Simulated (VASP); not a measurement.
# Bi (P6_3/mmc) in VASP: notebook, part 2 of 3

VASP 6.6.1. Earlier steps stand in the parts before.

## (3) Single point, LDA (30.55 Å³/atom)

This run uses another cell than the first one, of 30.55 Å³/atom.

File INCAR:

```
SYSTEM = Bi
PREC = Accurate
ENCUT = 520
EDIFF = 1E-7
ISMEAR = -1
SIGMA = 0.1
LREAL = .False.
LASPH = .True.
NELM = 100
ALGO = Normal
ISIF = 2
LWAVE = .False.
LCHARG = .False.
NBANDS = 22
```

File KPOINTS:

```
regular mesh
0
Gamma
  12 12 6
  0 0 0
```

File POSCAR:

```
Bi
1.0
    3.5047502134      0.0000000000      0.0000000000
   -1.7523751067      3.0352027187      0.0000000000
    0.0000000000      0.0000000000      5.7445257310
Bi
2
Direct
    0.3333333333      0.6666666667      0.2500000000
    0.6666666667      0.3333333333      0.7500000000
```

Potentials or basis: VASP PAW LDA potentials, release 64 (Bi_d).

Command:

```console
cat potpaw_LDA.64/Bi_d/POTCAR > POTCAR
mpirun -np 1 vasp_std > vasp.out
```

OUTCAR:

```text
SYSTEM = Bi
   PREC = Accurate
   ENCUT = 520
   EDIFF = 1E-7
   ISMEAR = -1
   LREAL = .False.
   LASPH = .True.
   NELM = 100
   ISIF = 2

 ion  position               nearest neighbor table
   1  0.333  0.667  0.250-   2 3.51   2 3.51   2 3.51   2 3.51   2 3.51   2 3.51
   2  0.667  0.333  0.750-   1 3.51   1 3.51   1 3.51   1 3.51   1 3.51   1 3.51

  LATTYP: Found a hexagonal cell.
 ALAT       =     3.5047502134
 C/A-ratio  =     1.6390685159

  Lattice vectors:

 A1 = (   3.5047502134,   0.0000000000,   0.0000000000)
 A2 = (  -1.7523751067,   3.0352027187,   0.0000000000)
 A3 = (   0.0000000000,   0.0000000000,   5.7445257310)

Analysis of symmetry for initial positions (statically):
=====================================================================
 Subroutine PRICEL returns:
 Original cell was already a primitive cell.

 Routine SETGRP: Setting up the symmetry group for a
 hexagonal supercell.

 Subroutine GETGRP returns: Found 24 space group operations
 (whereof 12 operations were pure point group operations)
 out of a pool of 24 trial point group operations.

The static configuration has the point symmetry D_3d.
 The point group associated with its full space group is D_6h.

Analysis of symmetry for dynamics (positions and initial velocities):
=====================================================================
 Subroutine PRICEL returns:
 Original cell was already a primitive cell.

 Routine SETGRP: Setting up the symmetry group for a
 hexagonal supercell.

 Subroutine GETGRP returns: Found 24 space group operations
 (whereof 12 operations were pure point group operations)
 out of a pool of 24 trial point group operations.

The dynamic configuration has the point symmetry D_3d.
 The point group associated with its full space group is D_6h.

 Subroutine INISYM returns: Found 24 space group operations
 (whereof 12 operations are pure point group operations),
 and found     1 'primitive' translations

----------------------------------------------------------------------------------------

                                     Primitive cell

  volume of cell :      61.1081

  direct lattice vectors                    reciprocal lattice vectors
     3.504750213  0.000000000  0.000000000     0.285327039  0.164733643  0.000000000
    -1.752375107  3.035202719  0.000000000     0.000000000  0.329467285  0.000000000
     0.000000000  0.000000000  5.744525731     0.000000000  0.000000000  0.174078775

  length of vectors
     3.504750213  3.504750213  5.744525731     0.329467285  0.329467285  0.174078775

  position of ions in fractional coordinates (direct lattice)
     0.333333333  0.666666667  0.250000000
     0.666666667  0.333333333  0.750000000

  ion indices of the primitive-cell ions
   primitive index   ion index
                 1           1
                 2           2

----------------------------------------------------------------------------------------

 KPOINTS: regular mesh

Automatic generation of k-mesh.
 Grid dimensions read from file:
 generate k-points for:   12   12    6

 Generating k-lattice:

  Cartesian coordinates                     Fractional coordinates (reciprocal lattice)
     0.023777253  0.013727804  0.000000000     0.083333333  0.000000000  0.000000000
     0.000000000  0.027455607  0.000000000     0.000000000  0.083333333  0.000000000
     0.000000000  0.000000000  0.029013129     0.000000000  0.000000000  0.166666667

  Length of vectors
     0.027455607  0.027455607  0.029013129

  Shift w.r.t. Gamma in fractional coordinates (k-lattice)
     0.000000000  0.000000000  0.000000000

 Subroutine IBZKPT returns following result:
 ===========================================

 Found     76 irreducible k-points:

 Following reciprocal coordinates:
            Coordinates               Weight
  0.000000  0.000000  0.000000      1.000000
  0.083333  0.000000  0.000000      6.000000
  0.166667 -0.000000  0.000000      6.000000
  0.250000 -0.000000  0.000000      6.000000
  0.333333 -0.000000  0.000000      6.000000
  0.416667 -0.000000  0.000000      6.000000
[... 16 lines left out ...]
  0.250000 -0.000000  0.166667     12.000000
  0.333333 -0.000000  0.166667     12.000000
 [... further k-points ...]
   k-points           NKPTS =     76   k-points in BZ     NKDIM =     76   number of bands    NBANDS=     22
   number of dos      NEDOS =    301   number of ions     NIONS =      2
   total plane-waves  NPLWV =  37632
   dimension x,y,z NGX =    28 NGY =   28 NGZ =   48
   dimension x,y,z NGXF=    56 NGYF=   56 NGZF=   96
   ions per type =               2
   NGX,Y,Z   is equivalent  to a cutoff of  13.28, 13.28, 13.89 a.u.
   NGXF,Y,Z  is equivalent  to a cutoff of  26.56, 26.56, 27.78 a.u.
 SYSTEM =  Bi
   PREC   = accura    normal or accurate (medium, high low for compatibility)
   ISTART =      0    job   : 0-new  1-cont  2-samecut
   ICHARG =      2    charge: 1-file 2-atom 10-const
   ISPIN  =      1    spin polarized calculation?
   LNONCOLLINEAR =      F non collinear calculations
   LSORBIT =      F    spin-orbit coupling
   LASPH  =      T    aspherical Exc in radial PAW
   ENCUT  =  520.0 eV  38.22 Ry    6.18 a.u.   6.52  6.52 10.68*2*pi/ulx,y,z
   NELM   =    100;   NELMIN=  2; NELMDL= -5     # of ELM steps
   EDIFF  = 0.1E-06   stopping-criterion for ELM
   LREAL  =      F    real-space projection
   EDIFFG = 0.1E-05   stopping-criterion for IOM
   NSW    =      0    number of steps for IOM
   IBRION =     -1    ionic relax: 0-MD 1-quasi-New 2-CG
   NFREE  =      0    steps in history (QN), initial steepest desc. (CG)
   ISIF   =      2    stress and relaxation
   ISYM   =      2    0-nonsym 1-usesym 2-fastsym
   POTIM  = 0.5000    time-step for ionic-motion
   TEBEG  =    0.0;   TEEND  =   0.0 temperature during run
   PSTRESS=    0.0 pullay stress
   NELECT =      30.0000    total number of electrons
   NUPDOWN=      -1.0000    fix difference up-down
   EMIN   =  10.00;   EMAX   =-10.00  energy-range for DOS
   EFERMI =   0.00;   METHOD = LEGACY
   ISMEAR =    -1;   SIGMA  =   0.10  broadening in eV -4-tet -1-fermi 0-gaus
   EFERMI_NEDOS =   21; number of points for ismear=-14 and -15
   IALGO  =     38    algorithm
   IMIX   =      4    mixing-type and parameters
     AMIX     =   0.40;   BMIX     =  1.00
     AMIX_MAG =   1.60;   BMIX_MAG =  1.00
  volume/ion in A,a.u.               =      30.55       206.19
  Fermi-wavevector in a.u.,A,eV,Ry     =   1.291464  2.440513 22.692871  1.667879
  Thomas-Fermi vector in A             =   2.423232
   LORBIT       =      0    0 simple, 1 ext, 2 COOP (PROOUT), +10 PAW based schemes
   GGA     = CA    functional components
   LHFCALC =     F    Hartree Fock is set to
   AEXX    =    0.0000 exact exchange contribution
   IVDW    =     0    specifies the selected vdW correction
   LEPSILON=     F    determine dielectric tensor
   LRPA    =     F    only Hartree local field effects (RPA)
 non-spin polarized calculation
  energy-cutoff  :      520.00
  volume of cell :       61.11
 maximum number of plane-waves:      1677
 NGX is ok and might be reduce to    28
   NGX = 13   NGY = 13   NGZ = 21

 number of electron      30.0000003 magnetization

 Free energy of the ion-electron system (eV)
  ---------------------------------------------------
  ext. energy  EPLUGINS =         0.00000000
  ---------------------------------------------------
  free energy    TOTEN  =        -8.92700508 eV

  energy without entropy =       -8.89125839  energy(sigma->0) =       -8.90913174

 E-fermi :   7.9745     XC(G=0): -10.6188

 val. band max:        7.9391769990   @ k =   0.4167   0.0833   0.1667
 cond. band min:       7.9931309667   @ k =   0.1667   0.0833   0.3333
 fundamental gap:      0.0539539677
 Fermi energy:         7.9745370197

 k-point     1 :       0.0000    0.0000    0.0000
  band No.  band energies     occupation
      1     -15.0614      2.00000
      2     -15.0528      2.00000
      3     -15.0404      2.00000
      4     -15.0404      2.00000
      5     -15.0311      2.00000
      6     -15.0311      2.00000
[... 14 lines left out ...]
     21      17.9101      0.00000
     22      18.6016      0.00000
[... 552 lines left out ...]
  band No.  band energies     occupation
      1     -15.1054      2.00000
      2     -15.0632      2.00000
      3     -15.0463      2.00000
      4     -15.0312      2.00000
      5     -14.9931      2.00000
      6     -14.9736      2.00000
[... 14 lines left out ...]
     21      16.4671      0.00000
     22      17.8569      0.00000

 [... further k-points ...]

------------------------ aborting loop because EDIFF is reached ----------------------------------------

  FORCE on cell =-STRESS in cart. coord.  units (eV):
  Direction    XX          YY          ZZ          XY          YZ          ZX
  --------------------------------------------------------------------------------------
  -------------------------------------------------------------------------------------
  Total       -1.0101857     -1.0101857     -0.6664109      0.0000000      0.0000000     -0.0000000
  in kB      -26.4857859    -26.4857859    -17.4724477      0.0000000      0.0000000     -0.0000000
  external PRESSURE =     -23.4813398 kB  Pullay stress =       0.0000000 kB

 VOLUME and BASIS-vectors are now :
 -----------------------------------------------------------------------------
  energy-cutoff  :      520.00
  volume of cell :       61.11
      direct lattice vectors                 reciprocal lattice vectors
     3.504750213  0.000000000  0.000000000     0.285327039  0.164733643  0.000000000
    -1.752375107  3.035202719  0.000000000     0.000000000  0.329467285  0.000000000
     0.000000000  0.000000000  5.744525731     0.000000000  0.000000000  0.174078775

 POSITION                                       TOTAL-FORCE (eV/Angst)
 -----------------------------------------------------------------------------------
     -0.00000      2.02347      1.43613         0.000000      0.000000      0.000000
      1.75238      1.01173      4.30839        -0.000000     -0.000000      0.000000
 -----------------------------------------------------------------------------------
    total drift:                                0.000000     -0.000000      0.000000

  FREE ENERGIE OF THE ION-ELECTRON SYSTEM (eV)
  ---------------------------------------------------
  free  energy   TOTEN  =        -8.9270050783 eV

  energy  without entropy=       -8.8912583935  energy(sigma->0) =       -8.90913174
```

OSZICAR:

```text
N       E                     dE             d eps       ncg     rms          rms(c)
DAV:   1     0.309565945194E+03    0.30957E+03   -0.16233E+04  3350   0.172E+03
DAV:   2     0.169817960509E+02   -0.29258E+03   -0.28536E+03  3398   0.448E+02
DAV:   3    -0.806464031025E+01   -0.25046E+02   -0.24695E+02  4048   0.143E+02
DAV:   4    -0.890958131729E+01   -0.84494E+00   -0.84444E+00  4158   0.283E+01
DAV:   5    -0.894520444484E+01   -0.35623E-01   -0.35622E-01  4816   0.527E+00    0.623E-01
DAV:   6    -0.893144838241E+01    0.13756E-01   -0.23994E-02  4220   0.174E+00    0.356E-01
DAV:   7    -0.892721135593E+01    0.42370E-02   -0.11149E-02  4448   0.114E+00    0.108E-01
DAV:   8    -0.892700169478E+01    0.20966E-03   -0.66745E-04  4060   0.349E-01    0.921E-03
DAV:   9    -0.892700489926E+01   -0.32045E-05   -0.21623E-05  5050   0.380E-02    0.387E-03
DAV:  10    -0.892700507417E+01   -0.17492E-06   -0.79180E-07  3952   0.948E-03    0.337E-04
DAV:  11    -0.892700507831E+01   -0.41318E-08   -0.48645E-08  2446   0.269E-03
   1 F= -.89270051E+01 E0= -.89091317E+01  d E =-.357467E-01
```

Run time: 1.8 min. Hardware: 1 thread of Intel Xeon 8259CL, shared host; peak memory 0.21 GiB.

What came out:

```yaml
Free_energy: -8.9270 eV
Pressure: -2.3 GPa
Band_gap_on_the_k_mesh: zero (bands 15 and 16 overlap by 7.02 eV)
```

Stress tensor (GPa, compression positive):
```
-2.65  0.00  0.00
 0.00 -2.65  0.00
 0.00  0.00 -1.75
```

Caveat: spin-orbit coupling is left out, which moves the levels of the heavy elements.

## (4) Single point, LDA (31.73 Å³/atom)

This run uses another cell than the first one, of 31.73 Å³/atom.

File INCAR:

```
PREC = Accurate ; ENCUT = 520
EDIFF = 1E-6 ; ISMEAR = -1
SIGMA = 0.1 ; LREAL = False
LASPH = True ; NELM = 80
ALGO = Normal ; ISIF = 2
LWAVE = False ; LCHARG = False
GGA = CA ; NBANDS = 22
```

File KPOINTS:

```
Automatic mesh
0
Gamma
  12 12 6
```

File POSCAR:

```
Bi
1.0
    3.5491188503      0.0000000000      0.0000000000
   -1.7745594252      3.0736270854      0.0000000000
    0.0000000000      0.0000000000      5.8172489668
Bi
2
Direct
    0.3333333333      0.6666666667      0.2500000000
    0.6666666667      0.3333333333      0.7500000000
```

Command:

```console
cat potpaw_LDA.64/Bi_d/POTCAR > POTCAR
mpirun -np 1 vasp_std > vasp.out
```

Run time: 93 s. Hardware: 1 thread of Intel Xeon 8259CL, shared host; peak memory 0.21 GiB.

Results (log left out):

```
Free energy            : -8.8798 eV
Pressure               : -4.2 GPa
Band gap on the k mesh : zero (bands 15 and 16 overlap by 6.68 eV)
```

Stress tensor (GPa, compression positive):
```
-4.51  0.00  0.00
 0.00 -4.51  0.00
 0.00  0.00 -3.57
```

Levels at points of the mesh, in eV from the Fermi level:
```tsv
k point	band 11	band 12	band 13	band 14	band 15	band 16	band 17	band 18	band 19	band 20
(0.00, 0.00, 0.00)	-13.47	-10.75	-5.16	3.26	3.26	4.74	4.74	4.79	7.02	8.02
(0.50, 0.00, 0.00)	-10.80	-9.81	-4.34	-2.95	-1.91	0.24	0.37	3.24	4.89	7.05
(0.00, 0.00, 0.50)	-12.46	-12.46	-1.13	-1.13	3.96	3.96	3.96	3.96	7.93	7.93
(0.50, 0.00, 0.50)	-10.25	-10.25	-4.72	-4.72	1.43	1.43	1.51	1.51	5.63	5.63
```

Caveat: the cell stands under tension; spin-orbit coupling is left out, which moves the levels of the heavy elements.

[end of part 2 of 3]
